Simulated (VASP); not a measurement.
# SrO (P1) in VASP: single point with PBEsol

Aim: the single point of SrO with PBEsol.

Program: VASP 6.6.1. These are calculated values, not measurements. Logs are shortened: lines on timing, memory, paths and dates and some standing lists are left out, and cuts for length are marked.

## 1. The cell of the first run

The typed cell holds 16 atoms: a = 7.297 Å, b = 7.297 Å, c = 7.297 Å, α = 60.00°, β = 60.00°, γ = 60.00°.

## 2. Single point, PBEsol

INCAR reads:

```
SYSTEM = SrO
PREC = Accurate ; ENCUT = 520
EDIFF = 1E-7 ; ISMEAR = -1
SIGMA = 0.146 ; LREAL = Auto
LASPH = .True. ; NELM = 80
ALGO = Normal ; ISIF = 2
LWAVE = .False. ; LCHARG = .True.
GGA = PS ; LELF = .True.
LVHAR = .True. ; NBANDS = 78
```

KPOINTS reads:

```
Automatic mesh
0
Gamma
  2 2 2
  0 0 0
```

POSCAR reads:

```
SrO
1.0
    0.0000000000      5.1597846531      5.1597846531
    5.1597846531      0.0000000000      5.1597846531
    5.1597846531      5.1597846531      0.0000000000
Sr O
8 8
Direct
    0.0101663158      0.0150618689     -0.0312817319
   -0.0152830991     -0.0033161268      0.4823153808
    0.0056104086      0.5084498049      0.0008524581
   -0.0002131872      0.5110407076      0.5016350825
    0.4831770447      0.0204108324      0.0329034081
    0.4986407715     -0.0215379144      0.4922025183
    0.4896155886      0.4948642573      0.0245419157
    0.4866866873      0.4737648302      0.5098287384
    0.2353010991      0.2684317453      0.2698424631
    0.2123632232      0.2665807960      0.8233462801
    0.2611780511      0.6926483837      0.2812566023
    0.2301574736      0.7364822867      0.7444975437
    0.7094579030      0.2510728814      0.2541503354
    0.7638876940      0.2134511562      0.7311243111
    0.7601733917      0.7863357238      0.2427787368
    0.7359188911      0.7446894121      0.7669322009
```

Potentials or basis: VASP PAW PBE potentials, release 64 (Sr_sv, O).

On the command line:

```console
cat potpaw_PBE.64/Sr_sv/POTCAR potpaw_PBE.64/O/POTCAR > POTCAR
mpirun -np 1 vasp_std > vasp.out
```

OUTCAR:

```text
SYSTEM = SrO
   PREC = Accurate
   ENCUT = 520
   EDIFF = 1E-7
   ISMEAR = -1
   LREAL = Auto
   LASPH = .True.
   NELM = 80
   ISIF = 2
   GGA = PS

 ion  position               nearest neighbor table
   1  0.010  0.015  0.969-  10 2.42  15 2.48  14 2.52  12 2.61  13 2.71  11 2.93   4 3.52   6 3.53
                             2 3.60   3 3.60   5 3.62   7 3.66   7 3.66   3 3.71   2 3.72   5 3.73
   2  0.985  0.997  0.482-  14 2.41  16 2.60  13 2.60  12 2.62  11 2.64   9 2.72   4 3.42   5 3.49
                             8 3.56   6 3.58   1 3.60   3 3.64   3 3.69   1 3.72   6 3.72   8 3.74
   3  0.006  0.508  0.001-  10 2.18  12 2.35   9 2.58  16 2.60  15 2.69  13 2.86   5 3.53   8 3.56
                             7 3.57   1 3.60   2 3.64   4 3.64   4 3.65   2 3.69   1 3.71   7 3.73
   4  1.000  0.511  0.502-  11 2.30   9 2.45  16 2.58  15 2.58  14 2.78  10 2.79   2 3.42   8 3.45
                             1 3.52   7 3.53   6 3.54   3 3.64   3 3.65   7 3.77   6 3.77   1 3.79
   5  0.483  0.020  0.033-  10 2.49   9 2.50  14 2.51  15 2.52  16 2.80  11 2.87   6 3.26   7 3.46
                             2 3.49   3 3.53   8 3.59   1 3.62   1 3.73   8 3.76   3 3.78   7 3.84
   6  0.499  0.978  0.492-  15 2.31  13 2.50   9 2.53  12 2.64  16 2.65  10 3.20   5 3.26   1 3.53
                             4 3.54   2 3.58   7 3.60   8 3.64   8 3.66   7 3.72   2 3.72   4 3.77
   7  0.490  0.495  0.025-  13 2.32  11 2.35   9 2.48  16 2.56  12 2.79  14 2.97   5 3.46   8 3.46
                             4 3.53   3 3.57   6 3.60   1 3.66   1 3.66   6 3.72   3 3.73   4 3.77
   8  0.487  0.474  0.510-  11 2.34  13 2.47  10 2.55  12 2.57  14 2.58  15 3.03   4 3.45   7 3.46
                             3 3.56   2 3.56   5 3.59   6 3.64   6 3.66   2 3.74   5 3.76   3 3.76
   9  0.235  0.268  0.270-   4 2.45   7 2.48   5 2.50   6 2.53   3 2.58   2 2.72
  10  0.212  0.267  0.823-   3 2.18   1 2.42   5 2.49   8 2.55   4 2.79   6 3.20
  11  0.261  0.693  0.281-   4 2.30   8 2.34   7 2.35   2 2.64   5 2.87   1 2.93
  12  0.230  0.736  0.744-   3 2.35   8 2.57   1 2.61   2 2.62   6 2.64   7 2.79
  13  0.709  0.251  0.254-   7 2.32   8 2.47   6 2.50   2 2.60   1 2.71   3 2.86
  14  0.764  0.213  0.731-   2 2.41   5 2.51   1 2.52   8 2.58   4 2.78   7 2.97
  15  0.760  0.786  0.243-   6 2.31   1 2.48   5 2.52   4 2.58   3 2.69   8 3.03
  16  0.736  0.745  0.767-   7 2.56   4 2.58   2 2.60   3 2.60   6 2.65   5 2.80

  LATTYP: Found a face centered cubic cell.
 ALAT       =    10.3195693062

  Lattice vectors:

 A1 = (   0.0000000000,   5.1597846531,   5.1597846531)
 A2 = (   5.1597846531,   0.0000000000,   5.1597846531)
 A3 = (   5.1597846531,   5.1597846531,   0.0000000000)

Analysis of symmetry for initial positions (statically):
=====================================================================
 Subroutine PRICEL returns:
 Original cell was already a primitive cell.

 Routine SETGRP: Setting up the symmetry group for a
 face centered cubic supercell.

 Subroutine GETGRP returns: Found  1 space group operations
 (whereof  1 operations were pure point group operations)
 out of a pool of 48 trial point group operations.

The static configuration has the point symmetry C_1 .

Analysis of symmetry for dynamics (positions and initial velocities):
=====================================================================
 Subroutine PRICEL returns:
 Original cell was already a primitive cell.

 Routine SETGRP: Setting up the symmetry group for a
 face centered cubic supercell.

 Subroutine GETGRP returns: Found  1 space group operations
 (whereof  1 operations were pure point group operations)
 out of a pool of 48 trial point group operations.

The dynamic configuration has the point symmetry C_1 .

 Subroutine INISYM returns: Found  1 space group operations
 (whereof  1 operations are pure point group operations),
 and found     1 'primitive' translations

----------------------------------------------------------------------------------------

                                     Primitive cell

  volume of cell :     274.7418

  direct lattice vectors                    reciprocal lattice vectors
     0.000000000  5.159784653  5.159784653    -0.096903269  0.096903269  0.096903269
     5.159784653  0.000000000  5.159784653     0.096903269 -0.096903269  0.096903269
     5.159784653  5.159784653  0.000000000     0.096903269  0.096903269 -0.096903269

  length of vectors
     7.297037435  7.297037435  7.297037435     0.167841385  0.167841385  0.167841385

  position of ions in fractional coordinates (direct lattice)
     0.010166316  0.015061869  0.968718268
     0.984716901  0.996683873  0.482315381
     0.005610409  0.508449805  0.000852458
     0.999786813  0.511040708  0.501635083
     0.483177045  0.020410832  0.032903408
     0.498640771  0.978462086  0.492202518
[... 8 lines left out ...]
     0.760173392  0.786335724  0.242778737
     0.735918891  0.744689412  0.766932201

  ion indices of the primitive-cell ions
   primitive index   ion index
                 1           1
                 2           2
                 3           3
                 4           4
                 5           5
                 6           6
[... 8 lines left out ...]
                15          15
                16          16

----------------------------------------------------------------------------------------

 KPOINTS: Automatic mesh

Automatic generation of k-mesh.
 Grid dimensions read from file:
 generate k-points for:    2    2    2

 Generating k-lattice:

  Cartesian coordinates                     Fractional coordinates (reciprocal lattice)
    -0.048451634  0.048451634  0.048451634     0.500000000  0.000000000  0.000000000
     0.048451634 -0.048451634  0.048451634     0.000000000  0.500000000  0.000000000
     0.048451634  0.048451634 -0.048451634     0.000000000  0.000000000  0.500000000

  Length of vectors
     0.083920693  0.083920693  0.083920693

  Shift w.r.t. Gamma in fractional coordinates (k-lattice)
     0.000000000  0.000000000  0.000000000

 Subroutine IBZKPT returns following result:
 ===========================================

 Found      8 irreducible k-points:

 Following reciprocal coordinates:
            Coordinates               Weight
  0.000000  0.000000  0.000000      1.000000
  0.500000  0.000000  0.000000      1.000000
  0.000000  0.500000  0.000000      1.000000
  0.000000  0.000000  0.500000      1.000000
  0.500000  0.500000  0.500000      1.000000
  0.500000  0.500000  0.000000      1.000000
  0.000000  0.500000  0.500000      1.000000
  0.500000  0.000000  0.500000      1.000000
   k-points           NKPTS =      8   k-points in BZ     NKDIM =      8   number of bands    NBANDS=     78
   number of dos      NEDOS =    301   number of ions     NIONS =     16
   total plane-waves  NPLWV = 157464
   dimension x,y,z NGX =    54 NGY =   54 NGZ =   54
   dimension x,y,z NGXF=   108 NGYF=  108 NGZF=  108
   ions per type =               8   8
   NGX,Y,Z   is equivalent  to a cutoff of  12.30, 12.30, 12.30 a.u.
   NGXF,Y,Z  is equivalent  to a cutoff of  24.61, 24.61, 24.61 a.u.
 SYSTEM =  SrO
   PREC   = accura    normal or accurate (medium, high low for compatibility)
   ISTART =      0    job   : 0-new  1-cont  2-samecut
   ICHARG =      2    charge: 1-file 2-atom 10-const
   ISPIN  =      1    spin polarized calculation?
   LNONCOLLINEAR =      F non collinear calculations
   LSORBIT =      F    spin-orbit coupling
   LASPH  =      T    aspherical Exc in radial PAW
   ENCUT  =  520.0 eV  38.22 Ry    6.18 a.u.  13.57 13.57 13.57*2*pi/ulx,y,z
   NELM   =     80;   NELMIN=  2; NELMDL= -5     # of ELM steps
   EDIFF  = 0.1E-06   stopping-criterion for ELM
   LREAL  =      T    real-space projection
   EDIFFG = 0.1E-05   stopping-criterion for IOM
   NSW    =      0    number of steps for IOM
   IBRION =     -1    ionic relax: 0-MD 1-quasi-New 2-CG
   NFREE  =      0    steps in history (QN), initial steepest desc. (CG)
   ISIF   =      2    stress and relaxation
   ISYM   =      2    0-nonsym 1-usesym 2-fastsym
   POTIM  = 0.5000    time-step for ionic-motion
   TEBEG  =    0.0;   TEEND  =   0.0 temperature during run
   PSTRESS=    0.0 pullay stress
   NELECT =     128.0000    total number of electrons
   NUPDOWN=      -1.0000    fix difference up-down
   EMIN   =  10.00;   EMAX   =-10.00  energy-range for DOS
   EFERMI =   0.00;   METHOD = LEGACY
   ISMEAR =    -1;   SIGMA  =   0.15  broadening in eV -4-tet -1-fermi 0-gaus
   EFERMI_NEDOS =   21; number of points for ismear=-14 and -15
   IALGO  =     38    algorithm
   IMIX   =      4    mixing-type and parameters
     AMIX     =   0.40;   BMIX     =  1.00
     AMIX_MAG =   1.60;   BMIX_MAG =  1.00
  volume/ion in A,a.u.               =      17.17       115.88
  Fermi-wavevector in a.u.,A,eV,Ry     =   1.269122  2.398292 21.914492  1.610670
  Thomas-Fermi vector in A             =   2.402180
   LORBIT       =      0    0 simple, 1 ext, 2 COOP (PROOUT), +10 PAW based schemes
   GGA     = PS    functional components
   LHFCALC =     F    Hartree Fock is set to
   AEXX    =    0.0000 exact exchange contribution
   IVDW    =     0    specifies the selected vdW correction
   LEPSILON=     F    determine dielectric tensor
   LRPA    =     F    only Hartree local field effects (RPA)
 non-spin polarized calculation
  energy-cutoff  :      520.00
  volume of cell :      274.74
 maximum number of plane-waves:      7391
   NGX = 27   NGY = 27   NGZ = 27

 number of electron     127.9999999 magnetization

 Free energy of the ion-electron system (eV)
  ---------------------------------------------------
  ext. energy  EPLUGINS =         0.00000000
  ---------------------------------------------------
  free energy    TOTEN  =       -99.17870023 eV

  energy without entropy =      -99.17863658  energy(sigma->0) =      -99.17866841

 E-fermi :   3.2796     XC(G=0): -10.1953

 val. band max:        1.5421499620   @ k =   0.0000   0.0000   0.0000
 cond. band min:       4.7409728088   @ k =   0.0000   0.0000   0.0000
 fundamental gap:      3.1988228468
 Fermi energy:         3.2796116085

 k-point     1 :       0.0000    0.0000    0.0000
  band No.  band energies     occupation
      1     -31.0080      2.00000
      2     -30.8866      2.00000
      3     -30.8203      2.00000
      4     -30.7902      2.00000
      5     -30.6755      2.00000
      6     -30.6222      2.00000
[... 68 lines left out ...]
     75       8.0607      0.00000
     76       8.5896      0.00000

 k-point     2 :       0.5000    0.0000    0.0000
  band No.  band energies     occupation
      1     -30.9935      2.00000
      2     -30.8898      2.00000
      3     -30.8179      2.00000
      4     -30.7974      2.00000
      5     -30.6740      2.00000
      6     -30.6278      2.00000
[... 68 lines left out ...]
     75       8.0488      0.00000
     76       8.2584      0.00000

 k-point     3 :       0.0000    0.5000    0.0000
  band No.  band energies     occupation
      1     -31.0010      2.00000
      2     -30.8810      2.00000
      3     -30.8151      2.00000
      4     -30.7896      2.00000
      5     -30.6912      2.00000
      6     -30.6229      2.00000
[... 384 lines left out ...]
     75       7.6643      0.00000
     76       7.7693      0.00000

 k-point     8 :       0.5000    0.0000    0.5000
  band No.  band energies     occupation
      1     -30.9914      2.00000
      2     -30.8857      2.00000
      3     -30.8201      2.00000
      4     -30.7976      2.00000
      5     -30.6752      2.00000
      6     -30.6300      2.00000
[... 68 lines left out ...]
     75       7.6826      0.00000
     76       7.7921      0.00000
 [bands above 76 left out]

------------------------ aborting loop because EDIFF is reached ----------------------------------------

  FORCE on cell =-STRESS in cart. coord.  units (eV):
  Direction    XX          YY          ZZ          XY          YZ          ZX
  --------------------------------------------------------------------------------------
  -------------------------------------------------------------------------------------
  Total        6.5839686      1.0467634      1.8527831     -0.6728137      0.4308633      0.8883085
  in kB       38.3949059      6.1042789     10.8046436     -3.9235637      2.5126117      5.1802373
  external PRESSURE =      18.4346094 kB  Pullay stress =       0.0000000 kB

 VOLUME and BASIS-vectors are now :
 -----------------------------------------------------------------------------
  energy-cutoff  :      520.00
  volume of cell :      274.74
      direct lattice vectors                 reciprocal lattice vectors
     0.000000000  5.159784653  5.159784653    -0.096903269  0.096903269  0.096903269
     5.159784653  0.000000000  5.159784653     0.096903269 -0.096903269  0.096903269
     5.159784653  5.159784653  0.000000000     0.096903269  0.096903269 -0.096903269

 POSITION                                       TOTAL-FORCE (eV/Angst)
 -----------------------------------------------------------------------------------
      5.07609      5.05083      0.13017         0.011707     -0.162315     -0.829359
      7.63132      7.56957     10.22360         0.614303      0.475977     -0.265845
      2.62789      0.03335      2.65244         2.118823     -0.721627     -0.507749
      5.22519      7.74701      7.79554         0.113509     -0.372731     -1.292535
      0.27509      2.66286      2.59840        -1.668166     -0.199708      0.114917
      7.58831      5.11254      7.62153         0.846237      0.689655     -0.040967
[... 8 lines left out ...]
      5.31001      5.17502      7.97965        -0.346881      0.155619     -0.610246
      7.79964      7.75439      7.63962        -0.070384     -0.409495      0.086643
 -----------------------------------------------------------------------------------
    total drift:                                0.003438      0.004986      0.001052

  FREE ENERGIE OF THE ION-ELECTRON SYSTEM (eV)
  ---------------------------------------------------
  free  energy   TOTEN  =       -99.1787002347 eV

  energy  without entropy=      -99.1786365842  energy(sigma->0) =      -99.17866841
```

Run time: 5.1 min. Hardware: 1 thread of Intel Xeon 6975P-C (Granite Rapids), shared host; peak memory 0.43 GiB.

What came out:

* Free energy: -99.1787 eV
* Pressure: 1.8 GPa
* Largest force: 2.455 eV/Å
* Band gap on the k mesh: 3.20 eV, direct

Forces on the atoms (eV/Å):
```
Sr   0.012 -0.162 -0.829
Sr   0.614  0.476 -0.266
Sr   2.119 -0.722 -0.508
Sr   0.114 -0.373 -1.293
Sr  -1.668 -0.200  0.115
Sr   0.846  0.690 -0.041
Sr  -0.518 -0.727  0.787
Sr   0.502  0.958  0.267
O   -0.644  0.111 -0.517
O   -2.448 -0.133  0.127
O    0.783 -0.927  1.192
O    0.158  0.153  1.141
O   -0.300  0.999  0.183
O    0.848  0.111  0.164
O   -0.347  0.156 -0.610
O   -0.070 -0.409  0.087
```

Stress tensor (GPa, compression positive):
```
 3.84 -0.39  0.52
-0.39  0.61  0.25
 0.52  0.25  1.08
```

Caveat: the k points lie up to 0.53 Å⁻¹ apart; the PAW data sets were made with another functional, which shifts forces and pressure a little.
